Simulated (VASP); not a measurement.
# Ba (P6_3/mcm) in VASP: relaxation of cell and atoms with PBE

Aim: the relaxation of cell and atoms of Ba with PBE.

Program: VASP 6.6.1. These are calculated values, not measurements. Logs are shortened: lines on timing, memory, paths and dates and some standing lists are left out, and cuts for length are marked.

## (1) The cell of the first run

It takes space group P6_3/mcm (No. 193, hexagonal). Conventional cell: a = 7.210 Å, b = 7.210 Å, c = 8.764 Å, α = 90.00°, β = 90.00°, γ = 120.00°. Within 5.0 Å of Ba (site symmetry m2m) lie 8 Ba at 3.84 to 4.91 Å.

The cell was generated, and may not be a known phase.

## (2) Relaxation of cell and atoms, PBE

INCAR reads:

```
PREC = Accurate
ENCUT = 600
EDIFF = 1E-6
ISMEAR = 0
SIGMA = 0.1
LREAL = F
LASPH = T
NELM = 100
ALGO = Fast
ISIF = 3
LWAVE = F
LCHARG = F
GGA = PE
IBRION = 2
NSW = 90
EDIFFG = -0.04
```

KPOINTS reads:

```
Automatic mesh
0
Gamma
  3 3 2
```

POSCAR reads:

```
Ba
1.0
    7.2102533700      0.0000000000      0.0000000000
   -3.6051266900      6.2442625900      0.0000000000
    0.0000000000      0.0000000000      8.7638978300
Ba
6
Direct
    0.6070089200      0.0000000000      0.2500000000
    0.0000000000      0.6070089200      0.2500000000
    0.3929910800      0.3929910800      0.2500000000
    0.3929910800      0.0000000000      0.7500000000
    0.0000000000      0.3929910800      0.7500000000
    0.6070089200      0.6070089200      0.7500000000
```

Potentials or basis: VASP PAW PBE potentials, release 64 (Ba_sv).

On the command line:

```console
$ cat potpaw_PBE.64/Ba_sv/POTCAR > POTCAR
$ mpirun -np 1 vasp_std > vasp.out
```

OUTCAR:

```text
PREC = Accurate
   ENCUT = 600
   EDIFF = 1E-6
   ISMEAR = 0
   LREAL = F
   LASPH = T
   NELM = 100
   ISIF = 3
   GGA = PE
   IBRION = 2
   NSW = 90
   EDIFFG = -0.04

 ion  position               nearest neighbor table
   1  0.607  0.000  0.250-   2 3.84   2 3.84   3 3.84   3 3.84   4 4.65   4 4.65
   2  0.000  0.607  0.250-   3 3.84   1 3.84   3 3.84   1 3.84   5 4.65   5 4.65
   3  0.393  0.393  0.250-   2 3.84   2 3.84   1 3.84   1 3.84   6 4.65   6 4.65
   4  0.393  0.000  0.750-   5 3.84   5 3.84   6 3.84   6 3.84   1 4.65   1 4.65
   5  0.000  0.393  0.750-   6 3.84   4 3.84   6 3.84   4 3.84   2 4.65   2 4.65
   6  0.607  0.607  0.750-   5 3.84   5 3.84   4 3.84   4 3.84   3 4.65   3 4.65

  LATTYP: Found a hexagonal cell.
 ALAT       =     7.2102533700
 C/A-ratio  =     1.2154770963

  Lattice vectors:

 A1 = (   7.2102533700,   0.0000000000,   0.0000000000)
 A2 = (  -3.6051266900,   6.2442625900,   0.0000000000)
 A3 = (   0.0000000000,   0.0000000000,   8.7638978300)

Analysis of symmetry for initial positions (statically):
=====================================================================
 Subroutine PRICEL returns:
 Original cell was already a primitive cell.

 Routine SETGRP: Setting up the symmetry group for a
 hexagonal supercell.

 Subroutine GETGRP returns: Found 24 space group operations
 (whereof 12 operations were pure point group operations)
 out of a pool of 24 trial point group operations.

The static configuration has the point symmetry D_3d.
 The point group associated with its full space group is D_6h.

Analysis of symmetry for dynamics (positions and initial velocities):
=====================================================================
 Subroutine PRICEL returns:
 Original cell was already a primitive cell.

 Routine SETGRP: Setting up the symmetry group for a
 hexagonal supercell.

 Subroutine GETGRP returns: Found 24 space group operations
 (whereof 12 operations were pure point group operations)
 out of a pool of 24 trial point group operations.

The dynamic configuration has the point symmetry D_3d.
 The point group associated with its full space group is D_6h.

 Subroutine INISYM returns: Found 24 space group operations
 (whereof 12 operations are pure point group operations),
 and found     1 'primitive' translations

----------------------------------------------------------------------------------------

                                     Primitive cell

  volume of cell :     394.5745

  direct lattice vectors                    reciprocal lattice vectors
     7.210253370  0.000000000  0.000000000     0.138691381  0.080073506  0.000000000
    -3.605126690  6.244262590  0.000000000     0.000000000  0.160147013  0.000000000
     0.000000000  0.000000000  8.763897830     0.000000000  0.000000000  0.114104479

  length of vectors
     7.210253370  7.210253376  8.763897830     0.160147013  0.160147013  0.114104479

  position of ions in fractional coordinates (direct lattice)
     0.607008920  0.000000000  0.250000000
     1.000000000  0.607008920  0.250000000
     0.392991080  0.392991080  0.250000000
     0.392991080  0.000000000  0.750000000
     1.000000000  0.392991080  0.750000000
     0.607008920  0.607008920  0.750000000

  ion indices of the primitive-cell ions
   primitive index   ion index
                 1           1
                 2           2
                 3           3
                 4           4
                 5           5
                 6           6

----------------------------------------------------------------------------------------

 KPOINTS: Automatic mesh

Automatic generation of k-mesh.
 Grid dimensions read from file:
 generate k-points for:    3    3    2

 Generating k-lattice:

  Cartesian coordinates                     Fractional coordinates (reciprocal lattice)
     0.046230460  0.026691169  0.000000000     0.333333333 -0.000000000  0.000000000
     0.000000000  0.053382338  0.000000000     0.000000000  0.333333333  0.000000000
     0.000000000  0.000000000  0.057052240     0.000000000  0.000000000  0.500000000

  Length of vectors
     0.053382338  0.053382338  0.057052240

  Shift w.r.t. Gamma in fractional coordinates (k-lattice)
     0.000000000  0.000000000  0.000000000

 Subroutine IBZKPT returns following result:
 ===========================================

 Found      6 irreducible k-points:

 Following reciprocal coordinates:
            Coordinates               Weight
  0.000000  0.000000  0.000000      1.000000
  0.333333  0.000000  0.000000      6.000000
  0.333333  0.333333  0.000000      2.000000
  0.000000  0.000000  0.500000      1.000000
  0.333333  0.000000  0.500000      6.000000
  0.333333  0.333333  0.500000      2.000000
   k-points           NKPTS =      6   k-points in BZ     NKDIM =      6   number of bands    NBANDS=     36
   number of dos      NEDOS =    301   number of ions     NIONS =      6
   total plane-waves  NPLWV = 252000
   dimension x,y,z NGX =    60 NGY =   60 NGZ =   70
   dimension x,y,z NGXF=   120 NGYF=  120 NGZF=  140
   ions per type =               6
   NGX,Y,Z   is equivalent  to a cutoff of  13.83, 13.83, 13.28 a.u.
   NGXF,Y,Z  is equivalent  to a cutoff of  27.67, 27.67, 26.56 a.u.
 SYSTEM =  unknown system
   PREC   = accura    normal or accurate (medium, high low for compatibility)
   ISTART =      0    job   : 0-new  1-cont  2-samecut
   ICHARG =      2    charge: 1-file 2-atom 10-const
   ISPIN  =      1    spin polarized calculation?
   LNONCOLLINEAR =      F non collinear calculations
   LSORBIT =      F    spin-orbit coupling
   LASPH  =      T    aspherical Exc in radial PAW
   ENCUT  =  600.0 eV  44.10 Ry    6.64 a.u.  14.40 14.40 17.50*2*pi/ulx,y,z
   NELM   =    100;   NELMIN=  2; NELMDL= -5     # of ELM steps
   EDIFF  = 0.1E-05   stopping-criterion for ELM
   LREAL  =      F    real-space projection
   EDIFFG = -.4E-01   stopping-criterion for IOM
   NSW    =     90    number of steps for IOM
   IBRION =      2    ionic relax: 0-MD 1-quasi-New 2-CG
   NFREE  =      1    steps in history (QN), initial steepest desc. (CG)
   ISIF   =      3    stress and relaxation
   ISYM   =      2    0-nonsym 1-usesym 2-fastsym
   POTIM  = 0.5000    time-step for ionic-motion
   TEBEG  =    0.0;   TEEND  =   0.0 temperature during run
   PSTRESS=    0.0 pullay stress
   NELECT =      60.0000    total number of electrons
   NUPDOWN=      -1.0000    fix difference up-down
   EMIN   =  10.00;   EMAX   =-10.00  energy-range for DOS
   EFERMI =   0.00;   METHOD = LEGACY
   ISMEAR =     0;   SIGMA  =   0.10  broadening in eV -4-tet -1-fermi 0-gaus
   EFERMI_NEDOS =   21; number of points for ismear=-14 and -15
   IALGO  =     68    algorithm
   IMIX   =      4    mixing-type and parameters
     AMIX     =   0.40;   BMIX     =  1.00
     AMIX_MAG =   1.60;   BMIX_MAG =  1.00
  volume/ion in A,a.u.               =      65.76       443.79
  Fermi-wavevector in a.u.,A,eV,Ry     =   0.873807  1.651256 10.388577  0.763539
  Thomas-Fermi vector in A             =   1.993250
   LORBIT       =      0    0 simple, 1 ext, 2 COOP (PROOUT), +10 PAW based schemes
   GGA     = PE    functional components
   LHFCALC =     F    Hartree Fock is set to
   AEXX    =    0.0000 exact exchange contribution
   IVDW    =     0    specifies the selected vdW correction
   LEPSILON=     F    determine dielectric tensor
   LRPA    =     F    only Hartree local field effects (RPA)
 conjugate gradient relaxation of ions
 non-spin polarized calculation
 RMM-DIIS sequential band-by-band and
 Gauss-broadening in eV      SIGMA  =   0.10
  energy-cutoff  :      600.00
  volume of cell :      394.57
 maximum number of plane-waves:     13185
 NGX is ok and might be reduce to    60
   NGX = 29   NGY = 29   NGZ = 35

--------------------------------------- Ionic step        1  -------------------------------------------

 number of electron      59.9999998 magnetization

 Free energy of the ion-electron system (eV)
  ---------------------------------------------------
  ext. energy  EPLUGINS =         0.00000000
  ---------------------------------------------------
  free energy    TOTEN  =        -9.39146803 eV

  energy without entropy =       -9.34842130  energy(sigma->0) =       -9.36994467

------------------------ aborting loop because EDIFF is reached ----------------------------------------

  FORCE on cell =-STRESS in cart. coord.  units (eV):
  Direction    XX          YY          ZZ          XY          YZ          ZX
  --------------------------------------------------------------------------------------
  -------------------------------------------------------------------------------------
  Total        5.9770620      5.9770620     -7.0877402     -0.0000000      0.0000000      0.0000000
  in kB       24.2699764     24.2699764    -28.7799066     -0.0000000      0.0000000      0.0000000
  external PRESSURE =       6.5866821 kB  Pullay stress =       0.0000000 kB
[... 101 lines left out ...]
  FREE ENERGIE OF THE ION-ELECTRON SYSTEM (eV)
  ---------------------------------------------------
  free  energy   TOTEN  =       -10.7716054957 eV

  energy  without entropy=      -10.7438103578  energy(sigma->0) =      -10.75770793

[... ionic steps 4 to 12 ...]

--------------------------------------- Ionic step       13  -------------------------------------------

 number of electron      59.9999997 magnetization

------------------------ aborting loop because EDIFF is reached ----------------------------------------

  FORCE on cell =-STRESS in cart. coord.  units (eV):
  Direction    XX          YY          ZZ          XY          YZ          ZX
  --------------------------------------------------------------------------------------
  -------------------------------------------------------------------------------------
  Total        0.3466313      0.3466313      1.0019766     -0.0000000     -0.0000000     -0.0000000
  in kB        1.5502606      1.5502606      4.4812024     -0.0000000     -0.0000000     -0.0000000
  external PRESSURE =       2.5272412 kB  Pullay stress =       0.0000000 kB
[... 65 lines left out ...]
  energy  without entropy=      -11.5173496941  energy(sigma->0) =      -11.53994274

--------------------------------------- Ionic step       15  -------------------------------------------

 number of electron      60.0000000 magnetization

 Free energy of the ion-electron system (eV)
  ---------------------------------------------------
  ext. energy  EPLUGINS =         0.00000000
  ---------------------------------------------------
  free energy    TOTEN  =       -11.56351741 eV

  energy without entropy =      -11.51732898  energy(sigma->0) =      -11.54042319

 E-fermi :   1.7942     XC(G=0):  -7.4845

 val. band max:        1.7766710306   @ k =   0.3333   0.0000   0.0000
 cond. band min:       1.8346754318   @ k =   0.3333   0.3333   0.0000
 fundamental gap:      0.0580044012
 Fermi energy:         1.7942402280

 k-point     1 :       0.0000    0.0000    0.0000
  band No.  band energies     occupation
      1     -27.0812      2.00000
      2     -27.0350      2.00000
      3     -27.0258      2.00000
      4     -27.0258      2.00000
      5     -27.0251      2.00000
      6     -27.0251      2.00000
[... 256 lines left out ...]
  FREE ENERGIE OF THE ION-ELECTRON SYSTEM (eV)
  ---------------------------------------------------
  free  energy   TOTEN  =       -11.5635174072 eV

  energy  without entropy=      -11.5173289779  energy(sigma->0) =      -11.54042319

 reached required accuracy - stopping structural energy minimisation
```

Run time: 24 min. Hardware: 1 thread of Intel Xeon 6975P-C (Granite Rapids), shared host; peak memory 0.63 GiB.

What came out:

* Free energy: -11.5635 eV
* Relaxed volume: 61.43 Å³/atom
* Relaxed cell: a = 7.689 Å, b = 7.689 Å, c = 7.199 Å, α = 90.00°, β = 90.00°, γ = 120.00°
* Space group after relaxing (to 0.1 Å): P6_3/mmc (No. 194)
* Energy gained by relaxing: 362.0 meV/atom
* Ionic steps: 15
* Pressure after relaxing: 0.0 GPa
* Largest force after relaxing: 0.021 eV/Å
* Band gap on the k mesh: zero (bands 30 and 31 overlap by 0.11 eV)

Forces on the atoms (eV/Å):
```
Ba   0.021  0.000  0.000
Ba  -0.010  0.018  0.000
Ba  -0.010 -0.018  0.000
Ba  -0.021  0.000  0.000
Ba   0.010 -0.018  0.000
Ba   0.010  0.018  0.000
```

Stress tensor (GPa, compression positive):
```
-0.06  0.00  0.00
 0.00 -0.06  0.00
 0.00  0.00  0.06
```

The path:
| step | energy change (eV) | largest force (eV/Å) | pressure (GPa) | volume (Å³) |
| --- | --- | --- | --- | --- |
| 1 | 0.0000 | 0.7063 | 0.66 | 394.57 |
| 2 | -0.8987 | 0.6097 | 0.00 | 408.71 |
| 3 | -1.3801 | 0.4929 | -0.39 | 421.05 |
| 4 | -1.4356 | 0.4645 | -0.50 | 425.09 |
| 5 | -1.5660 | 0.4621 | -0.31 | 409.60 |
| 6 | -1.8114 | 0.4376 | 0.41 | 365.31 |
| 7 | -1.2700 | 0.1409 | 3.58 | 286.23 |
| 8 | -1.8070 | 0.4297 | 0.81 | 350.73 |
| 9 | -1.9163 | 0.3556 | 0.70 | 352.09 |
| 10 | -2.1296 | 0.1330 | 0.35 | 356.09 |
| 11 | -1.9144 | 0.4874 | 0.36 | 363.87 |
| 12 | -2.1618 | 0.0109 | 0.26 | 358.09 |
| 13 | -2.1619 | 0.0206 | 0.25 | 358.24 |
| 14 | -2.1711 | 0.0045 | 0.08 | 364.70 |
| 15 | -2.1720 | 0.0209 | -0.02 | 368.61 |

Final structure:
```
CELL_PARAMETERS angstrom
7.68896 0.00000 0.00000
-3.84448 6.65883 0.00000
0.00000 0.00000 7.19949
ATOMIC_POSITIONS crystal
Ba 0.66555 0.00000 0.25000
Ba 0.00000 0.66555 0.25000
Ba 0.33445 0.33445 0.25000
Ba 0.33445 0.00000 0.75000
Ba 0.00000 0.33445 0.75000
Ba 0.66555 0.66555 0.75000
```

Caveat: a cell axis changed by over 15 % at a fixed basis, so the end point is rough; spin-orbit coupling is left out, which moves the levels of the heavy elements.

The gap in the log of VASP goes by the Fermi energy; the results here count the filled bands.